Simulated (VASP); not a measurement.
# Ir4F in VASP: a series of runs, part 2 of 2

VASP 6.6.1.

### Step 3. Single point, PBE

INCAR

```
SYSTEM = Ir4F
  ALGO = Normal
  DIPOL = 0.5 0.5 0.347
  EDIFF = 1E-6
  ENCUT = 520
  GGA = PE
  IDIPOL = 3
  ISIF = 2
  ISMEAR = 0
  LASPH = .TRUE.
  LCHARG = .FALSE.
  LDIPOL = .TRUE.
  LREAL = .FALSE.
  LWAVE = .FALSE.
  NBANDS = 30
  NELM = 80
  PREC = Accurate
  SIGMA = 0.1
```

KPOINTS

```
k-points
0
G
  10 7 1
  0 0 0
```

POSCAR

```
Ir4F
1.0
    2.7367600872      0.0000000000      0.0000000000
    0.0000000000      3.8703632323      0.0000000000
    0.0000000000      0.0000000000     19.4599433740
Ir F
4 1
Direct
    0.5000000000      0.5000000000      0.2055504440
    0.0000000000      0.0000000000      0.2758682253
    0.5000000000      0.5000000000      0.3454282602
    0.0000000000      0.0000000000      0.4090424736
    0.3333333333      0.0000000000      0.4985125413
```

Potentials or basis: VASP PAW PBE potentials, release 64 (Ir, F).

Run with:

```console
$ cat potpaw_PBE.64/Ir/POTCAR potpaw_PBE.64/F/POTCAR > POTCAR
$ mpirun -np 1 vasp_std > vasp.out
```

OUTCAR:

```text
SYSTEM = Ir4F
   EDIFF = 1E-6
   ENCUT = 520
   GGA = PE
   ISIF = 2
   ISMEAR = 0
   LASPH = .TRUE.
   LREAL = .FALSE.
   NELM = 80
   PREC = Accurate

 ion  position               nearest neighbor table
   1  0.500  0.500  0.206-   3 2.72   2 2.74   2 2.74   2 2.74   2 2.74
   2  0.000  0.000  0.276-   4 2.59   3 2.73   3 2.73   3 2.73   3 2.73   1 2.74   1 2.74   1 2.74
                             1 2.74
   3  0.500  0.500  0.345-   4 2.67   4 2.67   4 2.67   4 2.67   1 2.72   2 2.73   2 2.73   2 2.73
                             2 2.73
   4  0.000  0.000  0.409-   5 1.97   5 2.52   2 2.59   3 2.67   3 2.67   3 2.67   3 2.67
   5  0.333  0.000  0.499-   4 1.97   4 2.52

  LATTYP: Found a simple orthorhombic cell.
 ALAT       =     2.7367600872
 B/A-ratio  =     1.4142135624
 C/A-ratio  =     7.1105770159

  Lattice vectors:

 A1 = (   2.7367600872,   0.0000000000,   0.0000000000)
 A2 = (   0.0000000000,   3.8703632323,   0.0000000000)
 A3 = (   0.0000000000,   0.0000000000,  19.4599433740)

Analysis of symmetry for initial positions (statically):
=====================================================================
 Subroutine PRICEL returns:
 Original cell was already a primitive cell.

 Routine SETGRP: Setting up the symmetry group for a
 simple orthorhombic supercell.

 Subroutine GETGRP returns: Found  2 space group operations
 (whereof  2 operations were pure point group operations)
 out of a pool of  8 trial point group operations.

The static configuration has the point symmetry C_1h.

Analysis of symmetry for dynamics (positions and initial velocities):
=====================================================================
 Subroutine PRICEL returns:
 Original cell was already a primitive cell.

 Routine SETGRP: Setting up the symmetry group for a
 simple orthorhombic supercell.

 Subroutine GETGRP returns: Found  2 space group operations
 (whereof  2 operations were pure point group operations)
 out of a pool of  8 trial point group operations.

The dynamic configuration has the point symmetry C_1h.

 Subroutine INISYM returns: Found  2 space group operations
 (whereof  2 operations are pure point group operations),
 and found     1 'primitive' translations

----------------------------------------------------------------------------------------

                                     Primitive cell

  volume of cell :     206.1247

  direct lattice vectors                    reciprocal lattice vectors
     2.736760087  0.000000000  0.000000000     0.365395566  0.000000000  0.000000000
     0.000000000  3.870363232  0.000000000     0.000000000  0.258373682  0.000000000
     0.000000000  0.000000000 19.459943374     0.000000000  0.000000000  0.051387611

  length of vectors
     2.736760087  3.870363232 19.459943374     0.365395566  0.258373682  0.051387611

  position of ions in fractional coordinates (direct lattice)
     0.500000000  0.500000000  0.205550444
     0.000000000  0.000000000  0.275868225
     0.500000000  0.500000000  0.345428260
     0.000000000  0.000000000  0.409042474
     0.333333333  0.000000000  0.498512541

  ion indices of the primitive-cell ions
   primitive index   ion index
                 1           1
                 2           2
[... 35 lines left out ...]
  0.300000  0.000000  0.000000      2.000000
  0.400000  0.000000  0.000000      2.000000
  0.500000  0.000000  0.000000      1.000000
[... 16 lines left out ...]
  0.400000  0.428571  0.000000      4.000000
  0.500000  0.428571  0.000000      2.000000
   k-points           NKPTS =     24   k-points in BZ     NKDIM =     24   number of bands    NBANDS=     30
   number of dos      NEDOS =    301   number of ions     NIONS =      5
   total plane-waves  NPLWV =  90000
   dimension x,y,z NGX =    20 NGY =   30 NGZ =  150
   dimension x,y,z NGXF=    40 NGYF=   60 NGZF=  300
   ions per type =               4   1
   NGX,Y,Z   is equivalent  to a cutoff of  12.15, 12.89, 12.81 a.u.
   NGXF,Y,Z  is equivalent  to a cutoff of  24.30, 25.77, 25.63 a.u.
 SYSTEM =  Ir4F
   PREC   = accura    normal or accurate (medium, high low for compatibility)
   ISTART =      0    job   : 0-new  1-cont  2-samecut
   ICHARG =      2    charge: 1-file 2-atom 10-const
   ISPIN  =      1    spin polarized calculation?
   LNONCOLLINEAR =      F non collinear calculations
   LSORBIT =      F    spin-orbit coupling
   LASPH  =      T    aspherical Exc in radial PAW
   ENCUT  =  520.0 eV  38.22 Ry    6.18 a.u.   5.09  7.20 36.18*2*pi/ulx,y,z
   NELM   =     80;   NELMIN=  2; NELMDL= -5     # of ELM steps
   EDIFF  = 0.1E-05   stopping-criterion for ELM
   LREAL  =      F    real-space projection
   EDIFFG = 0.1E-04   stopping-criterion for IOM
   NSW    =      0    number of steps for IOM
   IBRION =     -1    ionic relax: 0-MD 1-quasi-New 2-CG
   NFREE  =      0    steps in history (QN), initial steepest desc. (CG)
   ISIF   =      2    stress and relaxation
   ISYM   =      2    0-nonsym 1-usesym 2-fastsym
   POTIM  = 0.5000    time-step for ionic-motion
   TEBEG  =    0.0;   TEEND  =   0.0 temperature during run
   PSTRESS=    0.0 pullay stress
   NELECT =      43.0000    total number of electrons
   NUPDOWN=      -1.0000    fix difference up-down
   EMIN   =  10.00;   EMAX   =-10.00  energy-range for DOS
   EFERMI =   0.00;   METHOD = LEGACY
   ISMEAR =     0;   SIGMA  =   0.10  broadening in eV -4-tet -1-fermi 0-gaus
   EFERMI_NEDOS =   21; number of points for ismear=-14 and -15
   IALGO  =     38    algorithm
   IMIX   =      4    mixing-type and parameters
     AMIX     =   0.40;   BMIX     =  1.00
     AMIX_MAG =   1.60;   BMIX_MAG =  1.00
  volume/ion in A,a.u.               =      41.22       278.20
  Fermi-wavevector in a.u.,A,eV,Ry     =   0.970929  1.834790 12.826265  0.942704
  Thomas-Fermi vector in A             =   2.101105
   LORBIT       =      0    0 simple, 1 ext, 2 COOP (PROOUT), +10 PAW based schemes
   GGA     = PE    functional components
   LHFCALC =     F    Hartree Fock is set to
   AEXX    =    0.0000 exact exchange contribution
   IVDW    =     0    specifies the selected vdW correction
   LEPSILON=     F    determine dielectric tensor
   LRPA    =     F    only Hartree local field effects (RPA)
 non-spin polarized calculation
 Gauss-broadening in eV      SIGMA  =   0.10
  energy-cutoff  :      520.00
  volume of cell :      206.12
 maximum number of plane-waves:      5602
   NGX = 11   NGY = 15   NGZ = 73

 number of electron      43.0000000 magnetization

 dipolmoment           0.000000      0.000000      0.149839 electrons x Angstroem

 Free energy of the ion-electron system (eV)
  ---------------------------------------------------
  ext. energy  EPLUGINS =         0.00000000
  ---------------------------------------------------
  free energy    TOTEN  =       -35.54362323 eV

  energy without entropy =      -35.49836428  energy(sigma->0) =      -35.52099375

 E-fermi :  -1.5073     XC(G=0):  -5.3227

 val. band max:       -1.5128650613   @ k =   0.3000   0.1429   0.0000
 cond. band min:      -1.5037119687   @ k =   0.0000   0.1429   0.0000
 fundamental gap:      0.0091530927
 Fermi energy:        -1.5073459981

 k-point     1 :       0.0000    0.0000    0.0000
  band No.  band energies     occupation
      1     -24.3840      2.00000
      2     -11.1029      2.00000
      3      -8.6659      2.00000
      4      -8.3116      2.00000
      5      -7.5351      2.00000
      6      -7.1461      2.00000
[... 781 lines left out ...]
     29       5.4156      0.00000
     30       5.6889      0.00000

------------------------ aborting loop because EDIFF is reached ----------------------------------------

 vacuum level on the upper side and lower side of the slab       (xc-potential included)         1.238        -1.254

  FORCE on cell =-STRESS in cart. coord.  units (eV):
  Direction    XX          YY          ZZ          XY          YZ          ZX
  --------------------------------------------------------------------------------------
  -------------------------------------------------------------------------------------
  Total       -5.2002837     -4.1049165      0.6757566      0.0000000      0.0000000     -0.3389802
  in kB      -40.4210500    -31.9069203      5.2525582      0.0000000      0.0000000     -2.6348439
  external PRESSURE =     -22.3584707 kB  Pullay stress =       0.0000000 kB

 VOLUME and BASIS-vectors are now :
 -----------------------------------------------------------------------------
  energy-cutoff  :      520.00
  volume of cell :      206.12
      direct lattice vectors                 reciprocal lattice vectors
     2.736760087  0.000000000  0.000000000     0.365395566  0.000000000  0.000000000
     0.000000000  3.870363232  0.000000000     0.000000000  0.258373682  0.000000000
     0.000000000  0.000000000 19.459943374     0.000000000  0.000000000  0.051387611

 POSITION                                       TOTAL-FORCE (eV/Angst)
 -----------------------------------------------------------------------------------
      1.36838      1.93518      4.00000        -0.030716      0.000000      0.861175
      0.00000      0.00000      5.36838        -0.076453      0.000000     -1.391199
      1.36838      1.93518      6.72201         0.095072      0.000000     -0.267869
      0.00000      0.00000      7.95994         0.324634      0.000000      0.668707
      0.91225      0.00000      9.70103        -0.312537      0.000000      0.129186
 -----------------------------------------------------------------------------------
    total drift:                               -0.000925      0.000000     -0.001462

  FREE ENERGIE OF THE ION-ELECTRON SYSTEM (eV)
  ---------------------------------------------------
  free  energy   TOTEN  =       -35.5436232292 eV

  energy  without entropy=      -35.4983642788  energy(sigma->0) =      -35.52099375

 vacuum level on the upper side and lower side of the slab         6.141         3.581
```

OSZICAR:

```text
N       E                     dE             d eps       ncg     rms          rms(c)
DAV:   1     0.425664626878E+03    0.42566E+03   -0.17083E+04  1448   0.119E+03
DAV:   2     0.127730702307E+02   -0.41289E+03   -0.37731E+03  1478   0.366E+02
DAV:   3    -0.370391243484E+02   -0.49812E+02   -0.46885E+02  2022   0.118E+02
[... 18 lines left out ...]
DAV:  22    -0.355435995129E+02   -0.26732E-04   -0.25845E-05  1716   0.334E-02    0.269E-02
DAV:  23    -0.355436080286E+02   -0.85156E-05   -0.78854E-06  1296   0.170E-02    0.124E-02
DAV:  24    -0.355436219663E+02   -0.13938E-04   -0.85132E-06  1706   0.168E-02    0.537E-03
DAV:  25    -0.355436231411E+02   -0.11747E-05   -0.53094E-07  1138   0.557E-03    0.503E-03
DAV:  26    -0.355436232292E+02   -0.88175E-07   -0.27224E-07  1078   0.348E-03
   1 F= -.35543623E+02 E0= -.35520994E+02  d E =-.452590E-01
```

Run time: 4 min. Hardware: 1 thread of Intel Xeon Platinum 8488C (Sapphire Rapids), shared host; peak memory 0.35 GiB.

What came out:

| Property | Result |
| --- | --- |
| Free energy | -35.5436 eV |
| Largest force | 1.393 eV/Å |
| Band gap on the k mesh | zero (an odd number of electrons rules out a gap without spin polarisation) |

Forces in eV/Å, atoms in the order of the input:
```
Ir  -0.031  0.000  0.861
Ir  -0.076  0.000 -1.391
Ir   0.095  0.000 -0.268
Ir   0.325  0.000  0.669
F   -0.313  0.000  0.129
```

Caveat: spin-orbit coupling is left out, which moves the levels of the heavy elements; an odd number of electrons without spin polarisation forces a metal; a magnetic or distorted state may lie lower.

### Step 4. Single point, PBE

INCAR

```
SYSTEM = Ir4F
  ALGO = Normal
  DIPOL = 0.5 0.5 0.342
  EDIFF = 1E-6
  ENCUT = 520
  GGA = PE
  IDIPOL = 3
  ISIF = 2
  ISMEAR = 0
  LASPH = .TRUE.
  LCHARG = .TRUE.
  LDIPOL = .TRUE.
  LELF = .TRUE.
  LREAL = .FALSE.
  LVACPOTAV = .TRUE.
  LVHAR = .TRUE.
  LWAVE = .FALSE.
  NBANDS = 30
  NELM = 60
  PREC = Accurate
  SIGMA = 0.1
```

KPOINTS is that of step 3.

Edit POSCAR of step 3 so:

```diff
@@ -12,2 +12,2 @@
     0.0000000000      0.0000000000      0.4090424736
-    0.3333333333      0.0000000000      0.4985125413
+    0.3333333333      0.5000000000      0.4723300911
```

Run with:

```console
$ cat potpaw_PBE.64/Ir/POTCAR potpaw_PBE.64/F/POTCAR > POTCAR
$ mpirun -np 1 vasp_std > vasp.out
```

It took 3.1 min on 1 thread of Intel Xeon Platinum 8488C (Sapphire Rapids), shared host; peak memory 0.36 GiB.

It converged, with:

- Free energy: -34.8088 eV
- Largest force: 1.422 eV/Å
- Band gap on the k mesh: zero (an odd number of electrons rules out a gap without spin polarisation)

Forces on the atoms (eV/Å):
```
Ir  -0.024  0.000  1.422
Ir  -0.141  0.000 -1.356
Ir   0.480  0.000 -0.900
Ir   0.377  0.000  0.859
F   -0.692  0.000 -0.025
```

Levels at points of the mesh, in eV from the Fermi level:
```tsv
k point	band 19	band 20	band 21	band 22	band 23	band 24	band 25	band 26
(0.00, 0.00, 0.00)	-1.35	-1.12	-0.56	-0.33	0.20	0.39	0.48	1.31
(0.50, 0.00, 0.00)	0.06	0.24	0.47	0.57	0.88	1.14	2.84	3.03
```

Caveat: spin-orbit coupling is left out, which moves the levels of the heavy elements; an odd number of electrons without spin polarisation forces a metal; a magnetic or distorted state may lie lower.

### Step 5. Overview

```tsv
cell	gap on the mesh (eV)	largest force (eV/Å)
as given, atomic positions A	none	1.40
as given, atomic positions B	none	1.39
as given, atomic positions C	none	1.42
```

Alike in all rows: task single point; level PBE; potentials or basis VASP PAW PBE potentials, release 64 (Ir, F); no spin polarisation; k mesh 10 × 7 × 1; cutoff (eV) 520; smearing gaussian 0.1 eV.

Caveats: spin-orbit coupling is left out, which moves the levels of the heavy elements; an odd number of electrons without spin polarisation forces a metal; a magnetic or distorted state may lie lower.

Total energies depend on the potentials used, so only differences within one code and one set of settings carry meaning.
